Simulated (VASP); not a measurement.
# La2ScN3 (C2/m) in VASP: single point with PBEsol

Aim: the single point of La2ScN3 with PBEsol.

Everything below comes from runs of VASP 6.6.1. Logs are shortened: lines on timing, memory, paths and dates and some standing lists are left out, and cuts for length are marked.

## (1) The cell of the first run

The typed cell holds 6 atoms: a = 6.200 Å, b = 6.200 Å, c = 3.495 Å, α = 106.36°, β = 106.36°, γ = 47.13°.

## (2) Single point, PBEsol

INCAR

```
ALGO = Normal
EDIFF = 1E-6
ENCUT = 520
GGA = PS
ISIF = 2
ISMEAR = -1
LASPH = T
LCHARG = T
LELF = T
LREAL = F
LVHAR = T
LWAVE = F
NBANDS = 33
NELM = 60
PREC = Accurate
SIGMA = 0.03
```

KPOINTS

```
k-points
0
Gamma
  6 6 6
```

POSCAR

```
La2ScN3
1.0
    5.6285162679     -2.4788038068     -0.7860005722
    5.6285162679      2.4788038068     -0.7860005722
   -0.6037019675      0.0000000000      3.4427736082
La Sc N
2 1 3
Direct
    0.6638885475      0.6638885475      0.6638292720
    0.3361114525      0.3361114525      0.3361707280
    0.0000000000      0.0000000000      0.0000000000
    0.8579365617      0.8579365617      0.3578302180
    0.5000000000      0.5000000000      0.0000000000
    0.1420634383      0.1420634383      0.6421697820
```

Potentials or basis: VASP PAW PBE potentials, release 64 (La, Sc_sv, N).

Started as:

```
$ cat potpaw_PBE.64/La/POTCAR potpaw_PBE.64/Sc_sv/POTCAR potpaw_PBE.64/N/POTCAR > POTCAR
$ mpirun -np 1 vasp_std > vasp.out
```

OUTCAR:

```text
EDIFF = 1E-6
   ENCUT = 520
   GGA = PS
   ISIF = 2
   ISMEAR = -1
   LASPH = T
   LREAL = F
   NELM = 60
   PREC = Accurate

 ion  position               nearest neighbor table
   1  0.664  0.664  0.664-   5 2.49   5 2.49   6 2.49   6 2.49   4 2.73   3 3.51   3 3.51   3 3.51
                             3 3.51   2 3.55   2 3.56   2 3.56   2 3.56   2 3.56
   2  0.336  0.336  0.336-   5 2.49   5 2.49   4 2.49   4 2.49   6 2.73   3 3.51   3 3.51   3 3.51
                             3 3.51   1 3.55   1 3.56   1 3.56   1 3.56   1 3.56
   3  0.000  0.000  0.000-   4 2.33   6 2.33   6 2.33   4 2.33   5 2.48   5 2.48   2 3.51   1 3.51
                             2 3.51   1 3.51   2 3.51   1 3.51   1 3.51   2 3.51
   4  0.858  0.858  0.358-   3 2.33   3 2.33   2 2.49   2 2.49   1 2.73
   5  0.500  0.500  0.000-   3 2.48   3 2.48   1 2.49   2 2.49   1 2.49   2 2.49
   6  0.142  0.142  0.642-   3 2.33   3 2.33   1 2.49   1 2.49   2 2.73

  LATTYP: Found a base centered monoclinic cell.
 ALAT       =    11.3662645187
 B/A-ratio  =     0.4361685939
 C/A-ratio  =     0.3075155818
 COS(beta)  =    -0.3072837726

  Lattice vectors:

 A1 = (   5.6285162679,  -2.4788038068,  -0.7860005722)
 A2 = (   5.6285162679,   2.4788038068,  -0.7860005722)
 A3 = (  -0.6037019675,   0.0000000000,   3.4427736082)

Analysis of symmetry for initial positions (statically):
=====================================================================
 Subroutine PRICEL returns:
 Original cell was already a primitive cell.

 Routine SETGRP: Setting up the symmetry group for a
 base centered monoclinic supercell.

 Subroutine GETGRP returns: Found  4 space group operations
 (whereof  4 operations were pure point group operations)
 out of a pool of  4 trial point group operations.

The static configuration has the point symmetry C_2h.

Analysis of symmetry for dynamics (positions and initial velocities):
=====================================================================
 Subroutine PRICEL returns:
 Original cell was already a primitive cell.

 Routine SETGRP: Setting up the symmetry group for a
 base centered monoclinic supercell.

 Subroutine GETGRP returns: Found  4 space group operations
 (whereof  4 operations were pure point group operations)
 out of a pool of  4 trial point group operations.

The dynamic configuration has the point symmetry C_2h.

 Subroutine INISYM returns: Found  4 space group operations
 (whereof  4 operations are pure point group operations),
 and found     1 'primitive' translations

----------------------------------------------------------------------------------------

                                     Primitive cell

  volume of cell :      93.7146

  direct lattice vectors                    reciprocal lattice vectors
     5.628516268 -2.478803807 -0.786000572     0.091063262 -0.201710195  0.015968250
     5.628516268  2.478803807 -0.786000572     0.091063262  0.201710195  0.015968250
    -0.603701968  0.000000000  3.442773608     0.041580298  0.000000000  0.297754725

  length of vectors
     6.200198432  6.200198432  3.495303446     0.221888498  0.221888498  0.300643971

  position of ions in fractional coordinates (direct lattice)
     0.663888548  0.663888548  0.663829272
     0.336111452  0.336111452  0.336170728
     0.000000000  0.000000000  0.000000000
     0.857936562  0.857936562  0.357830218
     0.500000000  0.500000000  0.000000000
     0.142063438  0.142063438  0.642169782

  ion indices of the primitive-cell ions
   primitive index   ion index
                 1           1
                 2           2
                 3           3
                 4           4
                 5           5
                 6           6

----------------------------------------------------------------------------------------

 KPOINTS: k-points

Automatic generation of k-mesh.
 Grid dimensions read from file:
 generate k-points for:    6    6    6

 Generating k-lattice:

  Cartesian coordinates                     Fractional coordinates (reciprocal lattice)
     0.015177210 -0.033618366  0.002661375     0.166666667 -0.000000000  0.000000000
     0.015177210  0.033618366  0.002661375    -0.000000000  0.166666667  0.000000000
     0.006930050  0.000000000  0.049625787     0.000000000  0.000000000  0.166666667

  Length of vectors
     0.036981416  0.036981416  0.050107328

  Shift w.r.t. Gamma in fractional coordinates (k-lattice)
     0.000000000  0.000000000  0.000000000

 Subroutine IBZKPT returns following result:
 ===========================================

 Found     68 irreducible k-points:

 Following reciprocal coordinates:
            Coordinates               Weight
  0.000000  0.000000  0.000000      1.000000
  0.166667  0.000000  0.000000      4.000000
  0.333333  0.000000  0.000000      4.000000
  0.500000  0.000000  0.000000      2.000000
  0.166667  0.166667  0.000000      2.000000
  0.333333  0.166667  0.000000      4.000000
[... 16 lines left out ...]
 -0.333333  0.166667  0.166667      4.000000
 -0.166667  0.166667  0.166667      4.000000
 [... further k-points ...]
   k-points           NKPTS =     68   k-points in BZ     NKDIM =     68   number of bands    NBANDS=     33
   number of dos      NEDOS =    301   number of ions     NIONS =      6
   total plane-waves  NPLWV =  64512
   dimension x,y,z NGX =    48 NGY =   48 NGZ =   28
   dimension x,y,z NGXF=    96 NGYF=   96 NGZF=   56
   ions per type =               2   1   3
   NGX,Y,Z   is equivalent  to a cutoff of  12.87, 12.87, 13.32 a.u.
   NGXF,Y,Z  is equivalent  to a cutoff of  25.74, 25.74, 26.64 a.u.
 SYSTEM =  unknown system
   PREC   = accura    normal or accurate (medium, high low for compatibility)
   ISTART =      0    job   : 0-new  1-cont  2-samecut
   ICHARG =      2    charge: 1-file 2-atom 10-const
   ISPIN  =      1    spin polarized calculation?
   LNONCOLLINEAR =      F non collinear calculations
   LSORBIT =      F    spin-orbit coupling
   LASPH  =      T    aspherical Exc in radial PAW
   ENCUT  =  520.0 eV  38.22 Ry    6.18 a.u.  11.53 11.53  6.50*2*pi/ulx,y,z
   NELM   =     60;   NELMIN=  2; NELMDL= -5     # of ELM steps
   EDIFF  = 0.1E-05   stopping-criterion for ELM
   LREAL  =      F    real-space projection
   EDIFFG = 0.1E-04   stopping-criterion for IOM
   NSW    =      0    number of steps for IOM
   IBRION =     -1    ionic relax: 0-MD 1-quasi-New 2-CG
   NFREE  =      0    steps in history (QN), initial steepest desc. (CG)
   ISIF   =      2    stress and relaxation
   ISYM   =      2    0-nonsym 1-usesym 2-fastsym
   POTIM  = 0.5000    time-step for ionic-motion
   TEBEG  =    0.0;   TEEND  =   0.0 temperature during run
   PSTRESS=    0.0 pullay stress
   NELECT =      48.0000    total number of electrons
   NUPDOWN=      -1.0000    fix difference up-down
   EMIN   =  10.00;   EMAX   =-10.00  energy-range for DOS
   EFERMI =   0.00;   METHOD = LEGACY
   ISMEAR =    -1;   SIGMA  =   0.03  broadening in eV -4-tet -1-fermi 0-gaus
   EFERMI_NEDOS =   21; number of points for ismear=-14 and -15
   IALGO  =     38    algorithm
   IMIX   =      4    mixing-type and parameters
     AMIX     =   0.40;   BMIX     =  1.00
     AMIX_MAG =   1.60;   BMIX_MAG =  1.00
  volume/ion in A,a.u.               =      15.62       105.40
  Fermi-wavevector in a.u.,A,eV,Ry     =   1.309844  2.475245 23.343383  1.715690
  Thomas-Fermi vector in A             =   2.440415
   LORBIT       =      0    0 simple, 1 ext, 2 COOP (PROOUT), +10 PAW based schemes
   GGA     = PS    functional components
   LHFCALC =     F    Hartree Fock is set to
   AEXX    =    0.0000 exact exchange contribution
   IVDW    =     0    specifies the selected vdW correction
   LEPSILON=     F    determine dielectric tensor
   LRPA    =     F    only Hartree local field effects (RPA)
 non-spin polarized calculation
  energy-cutoff  :      520.00
  volume of cell :       93.71
 maximum number of plane-waves:      2558
 NGX is ok and might be reduce to    48
   NGX = 23   NGY = 23   NGZ = 13

 number of electron      48.0000002 magnetization

 Free energy of the ion-electron system (eV)
  ---------------------------------------------------
  ext. energy  EPLUGINS =         0.00000000
  ---------------------------------------------------
  free energy    TOTEN  =       -51.77579912 eV

  energy without entropy =      -51.77189235  energy(sigma->0) =      -51.77384573

 E-fermi :   7.7772     XC(G=0): -11.3322

 val. band max:        7.7651035945   @ k =   0.1667   0.1667   0.0000
 cond. band min:       7.8016998623   @ k =  -0.3333   0.3333   0.0000
 fundamental gap:      0.0365962679
 Fermi energy:         7.7771679634

 k-point     1 :       0.0000    0.0000    0.0000
  band No.  band energies     occupation
      1     -40.6050      2.00000
      2     -23.3638      2.00000
      3     -23.0094      2.00000
      4     -19.3827      2.00000
      5     -19.3638      2.00000
      6     -19.2013      2.00000
[... 25 lines left out ...]
     32      11.3618      0.00000
     33      11.3824      0.00000

 k-point     2 :       0.1667    0.0000    0.0000
  band No.  band energies     occupation
      1     -40.6050      2.00000
      2     -23.3416      2.00000
      3     -23.0309      2.00000
      4     -19.3830      2.00000
      5     -19.3643      2.00000
      6     -19.2012      2.00000
[... 25 lines left out ...]
     32      11.4366      0.00000
     33      11.5558      0.00000
[... 754 lines left out ...]
     32      11.7836      0.00000
     33      11.8290      0.00000

 k-point    24 :      -0.1667    0.1667    0.1667
  band No.  band energies     occupation
      1     -40.6024      2.00000
      2     -23.2407      2.00000
      3     -23.0471      2.00000
      4     -19.3815      2.00000
      5     -19.3578      2.00000
      6     -19.2396      2.00000
[... 25 lines left out ...]
     32      11.7368      0.00000
     33      11.8176      0.00000

 [... further k-points ...]

------------------------ aborting loop because EDIFF is reached ----------------------------------------

  FORCE on cell =-STRESS in cart. coord.  units (eV):
  Direction    XX          YY          ZZ          XY          YZ          ZX
  --------------------------------------------------------------------------------------
  -------------------------------------------------------------------------------------
  Total       -0.0052673      0.0065940      0.0486136      0.0000000      0.0000000     -0.0204533
  in kB       -0.0900511      0.1127327      0.8311139      0.0000000      0.0000000     -0.3496774
  external PRESSURE =       0.2845985 kB  Pullay stress =       0.0000000 kB

 VOLUME and BASIS-vectors are now :
 -----------------------------------------------------------------------------
  energy-cutoff  :      520.00
  volume of cell :       93.71
      direct lattice vectors                 reciprocal lattice vectors
     5.628516268 -2.478803807 -0.786000572     0.091063262 -0.201710195  0.015968250
     5.628516268  2.478803807 -0.786000572     0.091063262  0.201710195  0.015968250
    -0.603701968  0.000000000  3.442773608     0.041580298  0.000000000  0.297754725

 POSITION                                       TOTAL-FORCE (eV/Angst)
 -----------------------------------------------------------------------------------
      7.07266      0.00000      1.24178        -0.003068     -0.000000     -0.000437
      3.58067      0.00000      0.62899         0.003068     -0.000000      0.000437
      0.00000      0.00000      0.00000         0.000000     -0.000000      0.000000
      9.44180      0.00000     -0.11675        -0.045957     -0.000000     -0.007845
      5.62852      0.00000     -0.78600         0.000000      0.000000      0.000000
      1.21153      0.00000      1.98752         0.045957     -0.000000      0.007845
 -----------------------------------------------------------------------------------
    total drift:                               -0.000000      0.000000      0.000000

  FREE ENERGIE OF THE ION-ELECTRON SYSTEM (eV)
  ---------------------------------------------------
  free  energy   TOTEN  =       -51.7757991162 eV

  energy  without entropy=      -51.7718923459  energy(sigma->0) =      -51.77384573
```

Run time: 10 min. Hardware: 1 thread of Intel Xeon Platinum 8259CL at 2.50GHz (Skylake/Cascade Lake), shared host; peak memory 0.39 GiB.

What came out:

* Free energy: -51.7758 eV
* Pressure: 0.0 GPa
* Largest force: 0.047 eV/Å
* Band gap on the k mesh: zero (bands 24 and 25 overlap by 0.18 eV)

Forces in eV/Å, atoms in the order of the input:
```
La  -0.003  0.000  0.000
La   0.003  0.000  0.000
Sc   0.000  0.000  0.000
N   -0.046  0.000 -0.008
N    0.000  0.000  0.000
N    0.046  0.000  0.008
```

Stress tensor (GPa, compression positive):
```
-0.01  0.00 -0.03
 0.00  0.01  0.00
-0.03  0.00  0.08
```

Caveat: semilocal functionals underestimate gaps, and a narrow one can read as zero; the PAW data sets were made with another functional, which shifts forces and pressure a little; spin-orbit coupling is left out, which moves the levels of the heavy elements.

The gap in the log of VASP goes by the Fermi energy; the results here count the filled bands.